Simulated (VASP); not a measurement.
# Si4Ag in VASP: a series of runs

Si4Ag is run at these levels: PBE; tasks: single point, relaxation of the atoms.

All numbers are computed with VASP 6.6.1; they aren't measurements. Logs are shortened: lines on timing, memory, paths and dates and some standing lists are left out, and cuts for length are marked.

## 1. The cell of the first run

The cell holds a slab with vacuum, 5 atoms: a = 3.868 Å, b = 3.868 Å, c = 19.437 Å, α = 90.00°, β = 90.00°, γ = 120.00°.

## 2. Single point, PBE, collinear spin

Contents of INCAR:

```
SYSTEM = Si4Ag
PREC = Accurate
ENCUT = 470
EDIFF = 1E-6
ISMEAR = 0
SIGMA = 0.05
LREAL = .False.
LASPH = .True.
NELM = 200
ALGO = Normal
ISIF = 2
LWAVE = .False.
LCHARG = .False.
ISPIN = 2
MAGMOM = 0 0 0 0 1
LORBIT = 11
LMAXMIX = 4
LDIPOL = .True.
IDIPOL = 3
DIPOL = 0.5 0.5 0.344
GGA = PE
NBANDS = 30
GGA_COMPAT = .False.
NELMDL = -8
```

Contents of KPOINTS:

```
regular mesh
0
Gamma
  9 9 1
  0 0 0
```

Contents of POSCAR:

```
Si4Ag
1.0
    3.8675355701      0.0000000000      0.0000000000
   -1.9337677851      3.3493840538      0.0000000000
    0.0000000000      0.0000000000     19.4372967090
Si Ag
4 1
Direct
    0.3333333333      0.6666666667      0.2057899336
    0.0000000000      0.0000000000      0.2464055298
    0.0000000000      0.0000000000      0.3748662321
    0.6666666667      0.3333333333      0.4083539408
    1.3333333333      0.6666666667      0.4862784507
```

Potentials or basis: VASP PAW PBE potentials, release 64 (Si, Ag_sv_GW).

Run with:

```console
$ cat potpaw_PBE.64/Si/POTCAR potpaw_PBE.64/Ag_sv_GW/POTCAR > POTCAR
$ mpirun -np 1 vasp_std > vasp.out
```

OUTCAR:

```text
SYSTEM = Si4Ag
   PREC = Accurate
   ENCUT = 470
   EDIFF = 1E-6
   ISMEAR = 0
   LREAL = .False.
   LASPH = .True.
   NELM = 200
   ISIF = 2
   ISPIN = 2
   LORBIT = 11
   GGA = PE
   NELMDL = -8

 ion  position               nearest neighbor table
   1  0.333  0.667  0.206-   2 2.37   2 2.37   2 2.37
   2  0.000  0.000  0.246-   1 2.37   1 2.37   1 2.37   3 2.50
   3  0.000  0.000  0.375-   4 2.33   4 2.33   4 2.33   2 2.50
   4  0.667  0.333  0.408-   3 2.33   3 2.33   3 2.33   5 2.70   5 2.70   5 2.70
   5  0.333  0.667  0.486-   4 2.70   4 2.70   4 2.70

  LATTYP: Found a hexagonal cell.
 ALAT       =     3.8675355701
 C/A-ratio  =     5.0257577097

  Lattice vectors:

 A1 = (   3.8675355701,   0.0000000000,   0.0000000000)
 A2 = (  -1.9337677851,   3.3493840538,   0.0000000000)
 A3 = (   0.0000000000,   0.0000000000,  19.4372967090)

Analysis of symmetry for initial positions (statically):
=====================================================================
 Subroutine PRICEL returns:
 Original cell was already a primitive cell.

 Routine SETGRP: Setting up the symmetry group for a
 hexagonal supercell.

 Subroutine GETGRP returns: Found  6 space group operations
 (whereof  6 operations were pure point group operations)
 out of a pool of 24 trial point group operations.

The static configuration has the point symmetry C_3v.

Analysis of symmetry for dynamics (positions and initial velocities):
=====================================================================
 Subroutine PRICEL returns:
 Original cell was already a primitive cell.

 Routine SETGRP: Setting up the symmetry group for a
 hexagonal supercell.

 Subroutine GETGRP returns: Found  6 space group operations
 (whereof  6 operations were pure point group operations)
 out of a pool of 24 trial point group operations.

The dynamic configuration has the point symmetry C_3v.

Analysis of structural, dynamic, and magnetic symmetry:
=====================================================================
 Subroutine PRICEL returns:
 Original cell was already a primitive cell.

 Routine SETGRP: Setting up the symmetry group for a
 hexagonal supercell.

 Subroutine GETGRP returns: Found  6 space group operations
 (whereof  6 operations were pure point group operations)
 out of a pool of 24 trial point group operations.

The overall configuration has the point symmetry C_3v.

 Subroutine INISYM returns: Found  6 space group operations
 (whereof  6 operations are pure point group operations),
 and found     1 'primitive' translations

----------------------------------------------------------------------------------------

                                     Primitive cell

  volume of cell :     251.7881

  direct lattice vectors                    reciprocal lattice vectors
     3.867535570  0.000000000  0.000000000     0.258562586  0.149281179  0.000000000
    -1.933767785  3.349384054  0.000000000     0.000000000  0.298562358  0.000000000
     0.000000000  0.000000000 19.437296709     0.000000000  0.000000000  0.051447483

  length of vectors
     3.867535570  3.867535570 19.437296709     0.298562358  0.298562358  0.051447483

  position of ions in fractional coordinates (direct lattice)
     0.333333333  0.666666667  0.205789934
     0.000000000  0.000000000  0.246405530
     0.000000000  0.000000000  0.374866232
     0.666666667  0.333333333  0.408353941
     0.333333333  0.666666667  0.486278451

  ion indices of the primitive-cell ions
   primitive index   ion index
                 1           1
                 2           2
                 3           3
                 4           4
                 5           5

[... 33 lines left out ...]
  0.111111  0.111111  0.000000      6.000000
  0.222222  0.111111  0.000000     12.000000
  0.333333  0.111111  0.000000     12.000000
  0.444444  0.111111  0.000000      6.000000
  0.222222  0.222222  0.000000      6.000000
  0.333333  0.222222  0.000000     12.000000
  0.333333  0.333333  0.000000      2.000000
   k-points           NKPTS =     12   k-points in BZ     NKDIM =     12   number of bands    NBANDS=     30
   number of dos      NEDOS =    301   number of ions     NIONS =      5
   total plane-waves  NPLWV = 109760
   dimension x,y,z NGX =    28 NGY =   28 NGZ =  140
   dimension x,y,z NGXF=    56 NGYF=   56 NGZF=  280
   ions per type =               4   1
   NGX,Y,Z   is equivalent  to a cutoff of  12.04, 12.04, 11.97 a.u.
   NGXF,Y,Z  is equivalent  to a cutoff of  24.07, 24.07, 23.95 a.u.
 SYSTEM =  Si4Ag
   PREC   = accura    normal or accurate (medium, high low for compatibility)
   ISTART =      0    job   : 0-new  1-cont  2-samecut
   ICHARG =      2    charge: 1-file 2-atom 10-const
   ISPIN  =      2    spin polarized calculation?
   LNONCOLLINEAR =      F non collinear calculations
   LSORBIT =      F    spin-orbit coupling
   LASPH  =      T    aspherical Exc in radial PAW
   ENCUT  =  470.0 eV  34.54 Ry    5.88 a.u.   6.84  6.84 34.36*2*pi/ulx,y,z
   NELM   =    200;   NELMIN=  2; NELMDL= -8     # of ELM steps
   EDIFF  = 0.1E-05   stopping-criterion for ELM
   LREAL  =      F    real-space projection
   EDIFFG = 0.1E-04   stopping-criterion for IOM
   NSW    =      0    number of steps for IOM
   IBRION =     -1    ionic relax: 0-MD 1-quasi-New 2-CG
   NFREE  =      0    steps in history (QN), initial steepest desc. (CG)
   ISIF   =      2    stress and relaxation
   ISYM   =      2    0-nonsym 1-usesym 2-fastsym
   POTIM  = 0.5000    time-step for ionic-motion
   TEBEG  =    0.0;   TEEND  =   0.0 temperature during run
   PSTRESS=    0.0 pullay stress
   NELECT =      35.0000    total number of electrons
   NUPDOWN=      -1.0000    fix difference up-down
   EMIN   =  10.00;   EMAX   =-10.00  energy-range for DOS
   EFERMI =   0.00;   METHOD = LEGACY
   ISMEAR =     0;   SIGMA  =   0.05  broadening in eV -4-tet -1-fermi 0-gaus
   EFERMI_NEDOS =   21; number of points for ismear=-14 and -15
   IALGO  =     38    algorithm
   IMIX   =      4    mixing-type and parameters
     AMIX     =   0.40;   BMIX     =  1.00
     AMIX_MAG =   1.60;   BMIX_MAG =  1.00
  volume/ion in A,a.u.               =      50.36       339.83
  Fermi-wavevector in a.u.,A,eV,Ry     =   0.848045  1.602574  9.785053  0.719181
  Thomas-Fermi vector in A             =   1.963647
   LORBIT       =     11    0 simple, 1 ext, 2 COOP (PROOUT), +10 PAW based schemes
   GGA     = PE    functional components
   LHFCALC =     F    Hartree Fock is set to
   AEXX    =    0.0000 exact exchange contribution
   IVDW    =     0    specifies the selected vdW correction
   LEPSILON=     F    determine dielectric tensor
   LRPA    =     F    only Hartree local field effects (RPA)
 spin polarized calculation
 Gauss-broadening in eV      SIGMA  =   0.05
  energy-cutoff  :      470.00
  volume of cell :      251.79
 maximum number of plane-waves:      5865
 NGX is ok and might be reduce to    28
   NGX = 13   NGY = 13   NGZ = 69

 dipolmoment           0.000000      0.000000      0.191713 electrons x Angstroem

 number of electron      35.0000005 magnetization       0.3859841

 dipolmoment           0.000000      0.000000     -0.066331 electrons x Angstroem

 Free energy of the ion-electron system (eV)
  ---------------------------------------------------
  ext. energy  EPLUGINS =         0.00000000
  ---------------------------------------------------
  free energy    TOTEN  =       -19.83684732 eV

  energy without entropy =      -19.83494152  energy(sigma->0) =      -19.83589442

 E-fermi :  -0.2006     XC(G=0):  -4.6647

 val. band max:       -0.2413322124   @ k =   0.1111   0.0000   0.0000
 cond. band min:      -0.1848881753   @ k =   0.0000   0.0000   0.0000
 fundamental gap:      0.0564440371
 Fermi energy:        -0.2005985567

 spin component 1

 k-point     1 :       0.0000    0.0000    0.0000
  band No.  band energies     occupation
      1     -92.2570      1.00000
      2     -55.7614      1.00000
      3     -55.7338      1.00000
      4     -55.7338      1.00000
      5     -12.0368      1.00000
      6     -10.5936      1.00000
[... 373 lines left out ...]
     28       6.7135      0.00000
     29       6.7198      0.00000
 Fermi energy:        -0.2005985567

 spin component 2

 k-point     1 :       0.0000    0.0000    0.0000
  band No.  band energies     occupation
      1     -92.2550      1.00000
      2     -55.7602      1.00000
      3     -55.7310      1.00000
      4     -55.7310      1.00000
      5     -12.0098      1.00000
      6     -10.5091      1.00000
[... 373 lines left out ...]
     28       6.7587      0.00000
     29       6.8069      0.00000
 [bands above 29 left out]

------------------------ aborting loop because EDIFF is reached ----------------------------------------

 vacuum level on the upper side and lower side of the slab       (xc-potential included)        -0.451         0.451

  FORCE on cell =-STRESS in cart. coord.  units (eV):
  Direction    XX          YY          ZZ          XY          YZ          ZX
  --------------------------------------------------------------------------------------
  -------------------------------------------------------------------------------------
  Total       -0.3224979     -0.3224979     -1.3294821      0.0000000      0.0000000      0.0000000
  in kB       -2.0521179     -2.0521179     -8.4597579      0.0000000      0.0000000      0.0000000
  external PRESSURE =      -4.1879979 kB  Pullay stress =       0.0000000 kB

 VOLUME and BASIS-vectors are now :
 -----------------------------------------------------------------------------
  energy-cutoff  :      470.00
  volume of cell :      251.79
      direct lattice vectors                 reciprocal lattice vectors
     3.867535570  0.000000000  0.000000000     0.258562586  0.149281179  0.000000000
    -1.933767785  3.349384054  0.000000000     0.000000000  0.298562358  0.000000000
     0.000000000  0.000000000 19.437296709     0.000000000  0.000000000  0.051447483

 POSITION                                       TOTAL-FORCE (eV/Angst)
 -----------------------------------------------------------------------------------
     -0.00000      2.23292      4.00000         0.000000     -0.000000      0.785350
      0.00000      0.00000      4.78946         0.000000     -0.000000     -0.434889
      0.00000      0.00000      7.28639         0.000000     -0.000000     -1.113946
      1.93377      1.11646      7.93730         0.000000     -0.000000      0.722557
     -0.00000      2.23292      9.45194        -0.000000      0.000000      0.040929
 -----------------------------------------------------------------------------------
    total drift:                                0.000002     -0.000001     -0.001341

  FREE ENERGIE OF THE ION-ELECTRON SYSTEM (eV)
  ---------------------------------------------------
  free  energy   TOTEN  =       -19.8368473220 eV

  energy  without entropy=      -19.8349415181  energy(sigma->0) =      -19.83589442

 vacuum level on the upper side and lower side of the slab         3.474         4.496

 total charge

# of ion       s       p       d       f       tot
--------------------------------------------------
    1        0.803   0.834   0.000   0.000   1.636
    2        0.766   0.878   0.000   0.000   1.644
    3        0.785   0.861   0.000   0.000   1.646
    4        0.751   0.920   0.000   0.000   1.671
    5        2.176   6.044   8.539   0.003  16.762
--------------------------------------------------
tot          5.281   9.537   8.539   0.003  23.359

 magnetization (x)

# of ion       s       p       d       f       tot
--------------------------------------------------
    1        0.015   0.080   0.000   0.000   0.095
    2        0.000   0.004   0.000   0.000   0.004
    3        0.001   0.011   0.000   0.000   0.011
    4        0.000   0.008   0.000   0.000   0.009
    5        0.002   0.002   0.001   0.000   0.005
--------------------------------------------------
tot          0.018   0.105   0.001   0.000   0.124
```

It took 7.7 min on 1 thread of Intel Xeon Platinum 8259CL at 2.50GHz (Skylake/Cascade Lake), shared host; peak memory 0.48 GiB.

What came out:

```yaml
Free_energy: -19.8368 eV
Largest_force: 1.114 eV/Å
Net_moment: 0.39 μB per cell
Site_moments: Si +0.10, +0.00, +0.01 (each value once); Ag +0.01 μB
Valence_electrons_inside_the_program's_atomic_spheres: Si 1.64, 1.65, 1.67 (each value once); Ag 16.76
```

Forces in eV/Å, atoms in the order of the input:
```
Si   0.000  0.000  0.785
Si   0.000  0.000 -0.435
Si   0.000  0.000 -1.114
Si   0.000  0.000  0.723
Ag   0.000  0.000  0.041
```

Caveat: a moment this small can come from the mesh or the smearing.

## 3. Relaxation of the atoms, PBE, collinear spin

Contents of INCAR:

```
SYSTEM = Si4Ag
PREC = Accurate
ENCUT = 520
EDIFF = 1E-6
ISMEAR = 0
SIGMA = 0.05
LREAL = .False.
LASPH = .True.
NELM = 150
ALGO = Normal
ISIF = 2
LWAVE = .False.
LCHARG = .False.
ISPIN = 2
MAGMOM = 0 0 0 0 1
LORBIT = 11
LMAXMIX = 4
LDIPOL = .True.
IDIPOL = 3
DIPOL = 0.5 0.5 0.355
GGA = PE
IBRION = 2
NSW = 36
EDIFFG = -0.025
KPAR = 4
```

Contents of KPOINTS:

```
Automatic mesh
0
Gamma
  9 9 1
  0 0 0
```

Contents of POSCAR:

```
Si4Ag
1.0
    3.8675355701      0.0000000000      0.0000000000
   -1.9337677851      3.3493840538      0.0000000000
    0.0000000000      0.0000000000     19.4372967090
Si Ag
4 1
Selective dynamics
Direct
    0.3333333333      0.6666666667      0.2057899336  F F F
    0.0000000000      0.0000000000      0.2464055298  F F F
    0.0000000000      0.0000000000      0.3748662321  F F F
    0.6666666667      0.3333333333      0.4083539408  F F F
    0.6666666667      0.3333333333      0.5400594983  F F T
```

Potentials or basis: VASP PAW PBE potentials, release 64 (Si, Ag).

Run with:

```console
$ cat potpaw_PBE.64/Si/POTCAR potpaw_PBE.64/Ag/POTCAR > POTCAR
$ mpirun -np 4 vasp_std > vasp.out
```

Run time: 3 min. Hardware: 4 MPI ranks of Intel Xeon 6975P-C (Granite Rapids), shared host; peak memory 0.52 GiB.

It converged, with:

```yaml
Free_energy: -21.8428 eV
Energy_gained_by_relaxing: 8.2 meV/atom
Ionic_steps: 5
Net_moment: 0.84 μB per cell
Site_moments: Si +0.19, +0.01, +0.04 (each value once); Ag +0.03 μB
Valence_electrons_inside_the_program's_atomic_spheres: Si 1.64, 1.65, 1.67, 1.68; Ag 9.79
```

Step by step:
```tsv
step	energy change (eV)	largest force on free atoms (eV/Å)	pressure (GPa)
1	0.0000	0.5720	-0.95
2	-0.0145	0.4785	-0.88
3	-0.0400	0.1117	-0.63
4	-0.0410	0.0300	-0.55
5	-0.0411	0.0013	-0.57
```

Final structure:
```
Si Ag
1.0
     3.86754    0.00000    0.00000
    -1.93377    3.34938    0.00000
     0.00000    0.00000   19.43730
Si Ag
4 1
Direct
  0.33333 0.66667 0.20579
  0.00000 0.00000 0.24641
  0.00000 0.00000 0.37487
  0.66667 0.33333 0.40835
  0.66667 0.33333 0.53336
```

Levels at points of the mesh, in eV from the Fermi level:
Spin up:
```tsv
k point	band 12	band 13	band 14	band 15	band 16	band 17
(0.00, 0.00, 0.00)	-0.63	-0.17	-0.17	1.25	2.13	2.66
```
Spin down:
```csv
k point,band 9,band 10,band 11,band 12,band 13,band 14,band 15,band 16,band 17,band 18
"(0.00, 0.00, 0.00)",-2.53,-0.75,-0.75,-0.23,-0.05,-0.05,1.54,2.29,2.97,3.34
```

Caveat: a moment this small can come from the mesh or the smearing.

[end of part 1 of 2]
